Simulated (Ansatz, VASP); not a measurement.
**Cu in VASP and in Ansatz**

INCAR

```
ALGO     = Normal         # electronic algorithm
EDIFF    = 1E-6           # SCF threshold, eV
EDIFFG   = -0.01          # ionic threshold
ENCUT    = 600            # plane-wave cutoff, eV
GGA      = PS             # functional
IBRION   = 2              # ionic algorithm
ISIF     = 3              # what is computed and relaxed
ISMEAR   = -1             # smearing method
LASPH    = T              # aspherical terms in the spheres
LCHARG   = F              # write CHGCAR
LREAL    = F              # projectors in reciprocal space
LWAVE    = F              # write WAVECAR
NELM     = 100            # most SCF steps
NSW      = 80             # ionic steps
PREC     = Accurate       # precision mode
SIGMA    = 0.1            # smearing width, eV
```

File KPOINTS:

```
k-points
0
Gamma
  9 9 13
```

Contents of POSCAR:

```
Cu
1.0
    4.0562702462      0.0000000000      0.0000000000
   -2.0281351231      3.5128330778      0.0000000000
    0.0000000000      0.0000000000      2.4864936609
Cu
3
Direct
    0.0000000000      0.0000000000      0.0000000000
    0.3333333333      0.6666666667      0.5000000000
    0.6666666667      0.3333333333      0.5000000000
```

Input for Ansatz:

```yaml
crystal:
  lattice:
    - [4.0562702462, 0.0, 0.0]
    - [-2.0281351231, 3.5128330778, 0.0]
    - [0.0, 0.0, 2.4864936609]
  atoms:
    - { symbol: Cu, position: [0.0, 0.0, 0.0] }
    - { symbol: Cu, position: [0.3333333333, 0.6666666667, 0.5] }
    - { symbol: Cu, position: [0.6666666667, 0.3333333333, 0.5] }
hamiltonian:
  xc: pbesol
  pseudopotentials:
    kind: paw
    azcp:
      Cu: "pseudopotentials/Cu.paw.azcp"
basis:
  ecutwfc: 420
  fft_grid_basis: typed
kpoints:
  mp_grid: { grid: [9, 9, 13], shift: [0, 0, 0] }
magnetization:
  spin_polarized: false
scf:
  occupations: { method: fermi_dirac, width: 0.1 }
relax:
  max_steps: 60
  f_tol: 0.01
  cell: {}
```

Alike in both runs: task relaxation of cell and atoms; functional PBEsol; k mesh 9 × 9 × 13; occupations fermi-dirac, width 0.1 eV; no spin polarisation.

```csv
,VASP,Ansatz
version,VASP 6.6.1,Ansatz 0.2.0
potentials or method,"VASP PAW PBE potentials, release 64 (Cu), cutoff 600 eV","plane waves (420 eV) with PAW, scalar-relativistic"
valence electrons in the cell,33,57
```

```csv
,VASP,Ansatz,Ansatz less VASP
relaxed volume (Å³/atom),11.57,11.52,-0.050
relaxed length of the cell vector where the two differ most in proportion (Å),4.057,4.050,-0.0071
```

VASP's potentials were made for PBE, not for PBEsol, and Ansatz warns of the same on its side. VASP's potentials hold 33 valence electrons a cell and Ansatz's 57, so a difference there can come from the potentials and not from the codes.
